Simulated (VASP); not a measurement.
Here is a VASP 6.6.1 calculation.

INCAR

```
ALGO = Normal ; EDIFF = 1E-6
ENCUT = 520 ; GGA = CA
ISIF = 2 ; ISMEAR = -1
LASPH = T ; LCHARG = F
LREAL = F ; LWAVE = F
NBANDS = 20 ; NELM = 60
PREC = Accurate ; SIGMA = 0.1
```

File KPOINTS:

```
k-points
0
Gamma
  15 15 15
```

File POSCAR:

```
V
1.0
    0.0000000000      2.1138167188      2.1138167188
    2.1138167188      0.0000000000      2.1138167188
    2.1138167188      2.1138167188      0.0000000000
V
2
Direct
   -0.1250000000     -0.1250000000     -0.1250000000
    0.1250000000      0.1250000000      0.1250000000
```

Potentials or basis: VASP PAW LDA potentials, release 64 (V_sv).

The run is started by

```bash
$ cat potpaw_LDA.64/V_sv/POTCAR > POTCAR
$ mpirun -np 1 vasp_std > vasp.out
```

(1) Estimate the band gap on the k mesh.

(2) Estimate the pressure.

Results:

(1) zero (band 13 reaches 16.02 eV, above the bottom of band 14 at 13.46 eV).

(2) 183.0 GPa.
